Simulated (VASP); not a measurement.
Here is a VASP 6.6.1 calculation.

The input INCAR:

```
SYSTEM = ZnO
PREC     = Accurate       ! precision mode
ENCUT    = 600            ! plane-wave cutoff, eV
EDIFF    = 1E-6           ! SCF threshold, eV
ISMEAR   = -1             ! smearing method
SIGMA    = 0.05           ! smearing width, eV
LREAL    = .FALSE.        ! projectors in reciprocal space
LASPH    = .TRUE.         ! aspherical terms in the spheres
NELM     = 80             ! most SCF steps
ALGO     = Normal         ! electronic algorithm
ISIF     = 3              ! what is computed and relaxed
LWAVE    = .FALSE.        ! write WAVECAR
LCHARG   = .FALSE.        ! write CHGCAR
GGA      = RE             ! functional
IVDW     = 12             ! dispersion correction
IBRION   = 2              ! ionic algorithm
NSW      = 60             ! ionic steps
EDIFFG   = -0.01          ! ionic threshold
```

KPOINTS

```
regular mesh
0
G
  7 7 4
  0 0 0
```

File POSCAR:

```
ZnO
1.0
    3.2493080000      0.0000000000      0.0000000000
   -1.6246540000      2.8139832727      0.0000000000
    0.0000000000      0.0000000000      5.2057090000
Zn O
2 2
Direct
    0.6666666667      0.3333333333      0.0000000000
    0.3333333333      0.6666666667      0.5000000000
    0.3333333333      0.6666666667      0.8790100000
    0.6666666667      0.3333333333      0.3790100000
```

Potentials or basis: VASP PAW PBE potentials, release 64 (Zn, O).

Command:

```console
$ cat potpaw_PBE.64/Zn/POTCAR potpaw_PBE.64/O/POTCAR > POTCAR
$ mpirun -np 1 vasp_std > vasp.out
```

Q: Predict the relaxed volume.

A: 12.16 Å³/atom.

Q: Estimate the relaxed cell.

A: a = 3.264 Å, b = 3.264 Å, c = 5.274 Å, α = 90.00°, β = 90.00°, γ = 120.00°.

Q: Estimate the dispersion energy per atom.

A: -0.432 eV.

Forces in eV/Å, atoms in the order of the input:
```
Zn   0.000  0.000 -0.004
Zn   0.000  0.000 -0.004
O    0.000  0.000  0.004
O    0.000  0.000  0.004
```

Caveat: the PAW data sets were made with another functional, which shifts forces and pressure a little. Zero-point motion and thermal expansion aren't in these numbers.
